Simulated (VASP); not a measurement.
# Sn (Immm) in VASP: notebook

Runs on Sn. Level: PBEsol+D3(BJ). Tasks: relaxation of shape and atoms at fixed volume.

Everything below comes from runs of VASP 6.6.1. Logs are shortened: lines on timing, memory, paths and dates and some standing lists are left out, and cuts for length are marked.

## 1. The cell of the first run

The typed cell holds 1 atom: a = 3.068 Å, b = 3.068 Å, c = 3.068 Å, α = 106.69°, β = 115.26°, γ = 106.62°.

## 2. Relaxation of shape and atoms at fixed volume, PBEsol+D3(BJ) (22.05 Å³/atom)

INCAR reads:

```
  PREC = Accurate
  ENCUT = 600
  EDIFF = 1E-6
  ISMEAR = 0
  SIGMA = 0.1
  LREAL = False
  LASPH = True
  NELM = 100
  ALGO = Fast
  ISIF = 4
  LWAVE = False
  LCHARG = False
  GGA = PS
  IVDW = 12
  IBRION = 2
  NSW = 50
  EDIFFG = -0.01
```

KPOINTS reads:

```
regular mesh
0
Gamma
  16 16 16
```

POSCAR reads:

```
Sn
1.0
   -1.8313101558      1.6423474034      1.8329948383
    1.8313101558     -1.6423474034      1.8329948383
    1.8313101558      1.6423474034     -1.8329948383
Sn
1
Direct
    0.0000000000      0.0000000000      0.0000000000
```

Potentials or basis: VASP PAW PBE potentials, release 64 (Sn_d).

Run with:

```sh
$ cat potpaw_PBE.64/Sn_d/POTCAR > POTCAR
$ mpirun -np 1 vasp_std > vasp.out
```

OUTCAR:

```text
PREC = Accurate
   ENCUT = 600
   EDIFF = 1E-6
   ISMEAR = 0
   LREAL = False
   LASPH = True
   NELM = 100
   ISIF = 4
   GGA = PS
   IVDW = 12
   IBRION = 2
   NSW = 50
   EDIFFG = -0.01
 IVDW          = 12

 ion  position               nearest neighbor table
   1  0.000  0.000  0.000-

  LATTYP: Found a body centered orthorhombic cell.
 ALAT       =     3.2846948068
 B/A-ratio  =     1.1150565051
 C/A-ratio  =     1.1160822823

  Lattice vectors:

 A1 = (   1.8313101558,  -1.6423474034,  -1.8329948383)
 A2 = (  -1.8313101558,   1.6423474034,  -1.8329948383)
 A3 = (   1.8313101558,   1.6423474034,   1.8329948383)

Analysis of symmetry for initial positions (statically):
=====================================================================
 Subroutine PRICEL returns:
 Original cell was already a primitive cell.

 Routine SETGRP: Setting up the symmetry group for a
 body centered orthorhombic supercell.

 Subroutine GETGRP returns: Found  8 space group operations
 (whereof  8 operations were pure point group operations)
 out of a pool of  8 trial point group operations.

The static configuration has the point symmetry D_2h.

Analysis of symmetry for dynamics (positions and initial velocities):
=====================================================================
 Subroutine PRICEL returns:
 Original cell was already a primitive cell.

 Routine SETGRP: Setting up the symmetry group for a
 body centered orthorhombic supercell.

 Subroutine GETGRP returns: Found  8 space group operations
 (whereof  8 operations were pure point group operations)
 out of a pool of  8 trial point group operations.

The dynamic configuration has the point symmetry D_2h.

 Subroutine INISYM returns: Found  8 space group operations
 (whereof  8 operations are pure point group operations),
 and found     1 'primitive' translations

----------------------------------------------------------------------------------------

                                     Primitive cell

  volume of cell :      22.0520

  direct lattice vectors                    reciprocal lattice vectors
    -1.831310156  1.642347403  1.832994838     0.000000000  0.304442287  0.272777637
     1.831310156 -1.642347403  1.832994838     0.273028574  0.000000000  0.272777637
     1.831310156  1.642347403 -1.832994838     0.273028574  0.304442287  0.000000000

  length of vectors
     3.067714452  3.067714452  3.067714452     0.408769795  0.385943313  0.408937292

  position of ions in fractional coordinates (direct lattice)
     0.000000000  0.000000000  0.000000000

  ion indices of the primitive-cell ions
   primitive index   ion index
                 1           1

----------------------------------------------------------------------------------------

 KPOINTS: regular mesh

Automatic generation of k-mesh.
 Grid dimensions read from file:
 generate k-points for:   16   16   16

 Generating k-lattice:

  Cartesian coordinates                     Fractional coordinates (reciprocal lattice)
     0.000000000  0.019027643  0.017048602     0.062500000  0.000000000  0.000000000
     0.017064286  0.000000000  0.017048602     0.000000000  0.062500000  0.000000000
     0.017064286  0.019027643  0.000000000     0.000000000  0.000000000  0.062500000

  Length of vectors
     0.025548112  0.024121457  0.025558581

  Shift w.r.t. Gamma in fractional coordinates (k-lattice)
     0.000000000  0.000000000  0.000000000

 Subroutine IBZKPT returns following result:
 ===========================================

 Found    621 irreducible k-points:

 Following reciprocal coordinates:
            Coordinates               Weight
  0.000000  0.000000  0.000000      1.000000
  0.062500  0.000000  0.000000      4.000000
  0.125000  0.000000  0.000000      4.000000
  0.187500  0.000000  0.000000      4.000000
  0.250000  0.000000  0.000000      4.000000
  0.312500  0.000000  0.000000      4.000000
[... 16 lines left out ...]
 -0.187500  0.062500 -0.000000      8.000000
 -0.125000  0.062500  0.000000      8.000000
 [... further k-points ...]
   k-points           NKPTS =    621   k-points in BZ     NKDIM =    621   number of bands    NBANDS=     11
   number of dos      NEDOS =    301   number of ions     NIONS =      1
   total plane-waves  NPLWV =  21952
   dimension x,y,z NGX =    28 NGY =   28 NGZ =   28
   dimension x,y,z NGXF=    56 NGYF=   56 NGZF=   56
   ions per type =               1
   NGX,Y,Z   is equivalent  to a cutoff of  15.17, 15.17, 15.17 a.u.
   NGXF,Y,Z  is equivalent  to a cutoff of  30.35, 30.35, 30.35 a.u.
 SYSTEM =  unknown system
   PREC   = accura    normal or accurate (medium, high low for compatibility)
   ISTART =      0    job   : 0-new  1-cont  2-samecut
   ICHARG =      2    charge: 1-file 2-atom 10-const
   ISPIN  =      1    spin polarized calculation?
   LNONCOLLINEAR =      F non collinear calculations
   LSORBIT =      F    spin-orbit coupling
   LASPH  =      T    aspherical Exc in radial PAW
   ENCUT  =  600.0 eV  44.10 Ry    6.64 a.u.   6.13  6.13  6.13*2*pi/ulx,y,z
   NELM   =    100;   NELMIN=  2; NELMDL= -5     # of ELM steps
   EDIFF  = 0.1E-05   stopping-criterion for ELM
   LREAL  =      F    real-space projection
   EDIFFG = -.1E-01   stopping-criterion for IOM
   NSW    =     50    number of steps for IOM
   IBRION =      2    ionic relax: 0-MD 1-quasi-New 2-CG
   NFREE  =      1    steps in history (QN), initial steepest desc. (CG)
   ISIF   =      4    stress and relaxation
   ISYM   =      2    0-nonsym 1-usesym 2-fastsym
   POTIM  = 0.5000    time-step for ionic-motion
   TEBEG  =    0.0;   TEEND  =   0.0 temperature during run
   PSTRESS=    0.0 pullay stress
   NELECT =      14.0000    total number of electrons
   NUPDOWN=      -1.0000    fix difference up-down
   EMIN   =  10.00;   EMAX   =-10.00  energy-range for DOS
   EFERMI =   0.00;   METHOD = LEGACY
   ISMEAR =     0;   SIGMA  =   0.10  broadening in eV -4-tet -1-fermi 0-gaus
   EFERMI_NEDOS =   21; number of points for ismear=-14 and -15
   IALGO  =     68    algorithm
   IMIX   =      4    mixing-type and parameters
     AMIX     =   0.40;   BMIX     =  1.00
     AMIX_MAG =   1.60;   BMIX_MAG =  1.00
  volume/ion in A,a.u.               =      22.05       148.81
  Fermi-wavevector in a.u.,A,eV,Ry     =   1.407024  2.658890 26.935672  1.979716
  Thomas-Fermi vector in A             =   2.529325
   LORBIT       =      0    0 simple, 1 ext, 2 COOP (PROOUT), +10 PAW based schemes
   GGA     = PS    functional components
   LHFCALC =     F    Hartree Fock is set to
   AEXX    =    0.0000 exact exchange contribution
   IVDW    =    12    specifies the selected vdW correction
   LEPSILON=     F    determine dielectric tensor
   LRPA    =     F    only Hartree local field effects (RPA)
 conjugate gradient relaxation of ions
 non-spin polarized calculation
 RMM-DIIS sequential band-by-band and
 Gauss-broadening in eV      SIGMA  =   0.10
  energy-cutoff  :      600.00
  volume of cell :       22.05
 maximum number of plane-waves:       762
 NGX is ok and might be reduce to    28
   NGX = 13   NGY = 13   NGZ = 13

--------------------------------------- Ionic step        1  -------------------------------------------

 number of electron      13.9999999 magnetization

 Free energy of the ion-electron system (eV)
  ---------------------------------------------------
  ext. energy  EPLUGINS =         0.00000000
  ---------------------------------------------------
  free energy    TOTEN  =        -4.08047033 eV

  energy without entropy =       -4.07815510  energy(sigma->0) =       -4.07931271

------------------------ aborting loop because EDIFF is reached ----------------------------------------

 Edisp (eV)   -0.48403

 E8    (eV) :    -0.3418

  FORCE on cell =-STRESS in cart. coord.  units (eV):
  Direction    XX          YY          ZZ          XY          YZ          ZX
  --------------------------------------------------------------------------------------
  -------------------------------------------------------------------------------------
  Total       1.46969     1.49872     1.46278     0.00000     0.00000     0.00000
  in kB     106.77961   108.88855   106.27778     0.00000     0.00000     0.00000
  external pressure =      107.32 kB  Pullay stress =        0.00 kB

 VOLUME and BASIS-vectors are now :
 -----------------------------------------------------------------------------
  energy-cutoff  :      600.00
  volume of cell :       22.05
      direct lattice vectors                 reciprocal lattice vectors
    -1.831310156  1.642347403  1.832994838     0.000000000  0.304442287  0.272777637
     1.831310156 -1.642347403  1.832994838     0.273028574  0.000000000  0.272777637
     1.831310156  1.642347403 -1.832994838     0.273028574  0.304442287  0.000000000

 POSITION                                       TOTAL-FORCE (eV/Angst)
 -----------------------------------------------------------------------------------
      0.00000      0.00000      0.00000        -0.000000      0.000000     -0.000000
 -----------------------------------------------------------------------------------
    total drift:                               -0.000000      0.000000      0.000000

  FREE ENERGIE OF THE ION-ELECTRON SYSTEM (eV)
  ---------------------------------------------------
  free  energy   TOTEN  =        -4.5645018737 eV

  energy  without entropy=       -4.5621866488  energy(sigma->0) =       -4.56334426

--------------------------------------- Ionic step        2  -------------------------------------------

 number of electron      13.9999999 magnetization

 Free energy of the ion-electron system (eV)
  ---------------------------------------------------
  ext. energy  EPLUGINS =         0.00000000
  ---------------------------------------------------
  free energy    TOTEN  =        -4.08048687 eV

  energy without entropy =       -4.07816230  energy(sigma->0) =       -4.07932458

 E-fermi :  10.7546     XC(G=0): -11.5243

 val. band max:       10.7287874067   @ k =   0.3750   0.1875   0.0000
 cond. band min:      10.7750597053   @ k =  -0.4375   0.4375   0.4375
 fundamental gap:      0.0462722986
 Fermi energy:        10.7545789545

 k-point     1 :       0.0000    0.0000    0.0000
  band No.  band energies     occupation
      1     -10.9611      2.00000
      2     -10.8859      2.00000
      3     -10.8855      2.00000
      4     -10.7314      2.00000
      5     -10.6269      2.00000
      6      -2.0805      2.00000
      7      19.9982      0.00000
      8      19.9984      0.00000
      9      21.6930      0.00000
     10      23.3276      0.00000
     11      23.4724      0.00000

 k-point     2 :       0.0625    0.0000    0.0000
  band No.  band energies     occupation
      1     -10.9549      2.00000
      2     -10.8833      2.00000
      3     -10.8806      2.00000
      4     -10.7287      2.00000
      5     -10.6309      2.00000
      6      -1.9750      2.00000
      7      19.5317      0.00000
      8      19.6168      0.00000
      9      20.8353      0.00000
     10      22.6739      0.00000
     11      22.7963      0.00000

 k-point     3 :       0.1250    0.0000    0.0000
  band No.  band energies     occupation
      1     -10.9501      2.00000
      2     -10.8776      2.00000
      3     -10.8535      2.00000
      4     -10.7203      2.00000
      5     -10.6417      2.00000
      6      -1.6572      2.00000
      7      18.1195      0.00000
      8      18.5663      0.00000
      9      19.3580      0.00000
     10      21.8926      0.00000
     11      21.9089      0.00000
[... 267 lines left out ...]
 k-point    23 :      -0.1875    0.0625   -0.0000
  band No.  band energies     occupation
      1     -10.9497      2.00000
      2     -10.8834      2.00000
      3     -10.8200      2.00000
      4     -10.7009      2.00000
      5     -10.6543      2.00000
      6      -1.3142      2.00000
      7      16.6989      0.00000
      8      17.9174      0.00000
      9      18.5095      0.00000
     10      21.4088      0.00000
     11      21.8914      0.00000

 k-point    24 :      -0.1250    0.0625    0.0000
  band No.  band energies     occupation
      1     -10.9474      2.00000
      2     -10.8862      2.00000
      3     -10.8623      2.00000
      4     -10.7171      2.00000
      5     -10.6402      2.00000
      6      -1.7516      2.00000
      7      18.5239      0.00000
      8      19.4323      0.00000
      9      19.4906      0.00000
     10      21.7577      0.00000
     11      22.4481      0.00000

 [... further k-points ...]

------------------------ aborting loop because EDIFF is reached ----------------------------------------

 Edisp (eV)   -0.48404

 E8    (eV) :    -0.3418

  FORCE on cell =-STRESS in cart. coord.  units (eV):
  Direction    XX          YY          ZZ          XY          YZ          ZX
  --------------------------------------------------------------------------------------
  -------------------------------------------------------------------------------------
  Total       1.47786     1.48610     1.47225     0.00000     0.00000     0.00000
  in kB     107.37338   107.97173   106.96551     0.00000     0.00000     0.00000
  external pressure =      107.44 kB  Pullay stress =        0.00 kB

 VOLUME and BASIS-vectors are now :
 -----------------------------------------------------------------------------
  energy-cutoff  :      600.00
  volume of cell :       22.05
      direct lattice vectors                 reciprocal lattice vectors
    -1.830659261  1.644063514  1.831732562     0.000000000  0.304124504  0.272965612
     1.830659261 -1.644063514  1.831732562     0.273125650  0.000000000  0.272965612
     1.830659261  1.644063514 -1.831732562     0.273125650  0.304124504  0.000000000

 POSITION                                       TOTAL-FORCE (eV/Angst)
 -----------------------------------------------------------------------------------
      0.00000      0.00000      3.66347         0.000000      0.000000      0.000000
 -----------------------------------------------------------------------------------
    total drift:                                0.000000     -0.000000      0.000000

  FREE ENERGIE OF THE ION-ELECTRON SYSTEM (eV)
  ---------------------------------------------------
  free  energy   TOTEN  =        -4.5645219240 eV

  energy  without entropy=       -4.5621973501  energy(sigma->0) =       -4.56335964

 reached required accuracy - stopping structural energy minimisation
```

Run time: 3 min. Hardware: 1 thread of AMD EPYC 9R45 (Zen 5), shared host; peak memory 0.29 GiB.

Results:

* Free energy: -4.5645 eV
* Energy gained by relaxing: 0.0 meV/atom
* Ionic steps: 2
* Pressure after relaxing: 10.7 GPa
* Band gap on the k mesh: zero (bands 7 and 8 overlap by 12.26 eV)
* Dispersion energy per atom: -0.484 eV

Final structure:
```cif
data_structure
_symmetry_space_group_name_H-M 'P 1'
_symmetry_Int_Tables_number 1
_cell_length_a 3.0675
_cell_length_b 3.0675
_cell_length_c 3.0675
_cell_angle_alpha 106.719
_cell_angle_beta 115.181
_cell_angle_gamma 106.669
_cell_volume 22.05
loop_
_atom_site_label
_atom_site_type_symbol
_atom_site_fract_x
_atom_site_fract_y
_atom_site_fract_z
_atom_site_occupancy
Sn1 Sn 0.00000 0.00000 0.00000 1
```

Levels at points of the mesh, in eV from the Fermi level:
```tsv
k point	band 4	band 5	band 6	band 7	band 8	band 9	band 10	band 11
(0.00, 0.00, 0.00)	-21.49	-21.38	-12.84	9.24	9.24	10.94	12.57	12.72
(0.50, 0.00, 0.00)	-21.37	-21.26	-6.34	-5.49	3.86	5.38	8.44	8.72
(0.00, 0.50, 0.00)	-21.44	-21.28	-7.32	-5.86	5.63	7.63	10.54	10.70
(0.50, 0.50, 0.00)	-21.37	-21.26	-6.34	-5.49	3.85	5.37	8.43	8.71
(0.50, 0.50, 0.50)	-21.31	-21.27	-1.65	-1.56	-1.55	1.01	3.20	5.00
```

Caveat: the PAW data sets were made with another functional, which shifts forces and pressure a little; spin-orbit coupling is left out, which moves the levels of the heavy elements.

## 3. Relaxation of shape and atoms at fixed volume, PBEsol+D3(BJ) (22.80 Å³/atom)

This run uses another cell than the first one, of 22.80 Å³/atom.

INCAR reads:

```
SYSTEM = Sn
PREC     = Accurate       ! precision mode
ENCUT    = 600            ! plane-wave cutoff, eV
EDIFF    = 1E-6           ! SCF threshold, eV
ISMEAR   = 0              ! smearing method
SIGMA    = 0.1            ! smearing width, eV
LREAL    = .False.        ! projectors in reciprocal space
LASPH    = .True.         ! aspherical terms in the spheres
NELM     = 60             ! most SCF steps
ALGO     = Fast           ! electronic algorithm
ISIF     = 4              ! what is computed and relaxed
LWAVE    = .False.        ! write WAVECAR
LCHARG   = .False.        ! write CHGCAR
GGA      = PS             ! functional
IVDW     = 12             ! dispersion correction
IBRION   = 2              ! ionic algorithm
NSW      = 50             ! ionic steps
EDIFFG   = -0.01          ! ionic threshold
```

KPOINTS reads:

```
Automatic mesh
0
Gamma
  16 16 16
  0 0 0
```

POSCAR reads:

```
Sn
1.0
   -1.8513771911      1.6591334353      1.8559687942
    1.8513771911     -1.6591334353      1.8559687942
    1.8513771911      1.6591334353     -1.8559687942
Sn
1
Direct
    0.0000000000      0.0000000000      0.0000000000
```

Potentials or basis: VASP PAW PBE potentials, release 64 (Sn_d).

Run with:

```sh
$ cat potpaw_PBE.64/Sn_d/POTCAR > POTCAR
$ mpirun -np 1 vasp_std > vasp.out
```

It took 3.9 min on 1 thread of AMD EPYC 9R45 (Zen 5), shared host; peak memory 0.29 GiB.

It converged, with:

- Free energy: -4.6066 eV
- Energy gained by relaxing: 0.0 meV/atom
- Ionic steps: 3
- Pressure after relaxing: 7.3 GPa
- Band gap on the k mesh: zero (bands 7 and 8 overlap by 11.84 eV)
- Dispersion energy per atom: -0.468 eV

Stress tensor (GPa, compression positive):
```
7.30 0.00 0.00
0.00 7.20 0.00
0.00 0.00 7.25
```

Final structure:
```
Sn
1.0
    -1.85187    1.66155    1.85278
     1.85187   -1.66155    1.85278
     1.85187    1.66155   -1.85278
Sn
1
Direct
  0.00000 0.00000 0.00000
```

Levels at points of the mesh, in eV from the Fermi level:
```tsv
k point	band 5	band 6	band 7	band 8	band 9	band 10
(0.00, 0.00, 0.00)	-21.35	-12.53	8.95	8.95	10.53	12.49
(0.50, 0.00, 0.00)	-21.24	-6.30	-5.29	3.76	5.30	8.32
(0.00, 0.50, 0.00)	-21.26	-7.25	-5.64	5.47	7.52	10.39
(0.50, 0.50, 0.00)	-21.24	-6.30	-5.28	3.75	5.29	8.31
(0.50, 0.50, 0.50)	-21.25	-1.85	-1.48	-1.47	1.03	3.22
```

Caveat: the PAW data sets were made with another functional, which shifts forces and pressure a little; spin-orbit coupling is left out, which moves the levels of the heavy elements.

(Continued in part 2 of 2.)

The gap in the log of VASP goes by the Fermi energy; the results here count the filled bands.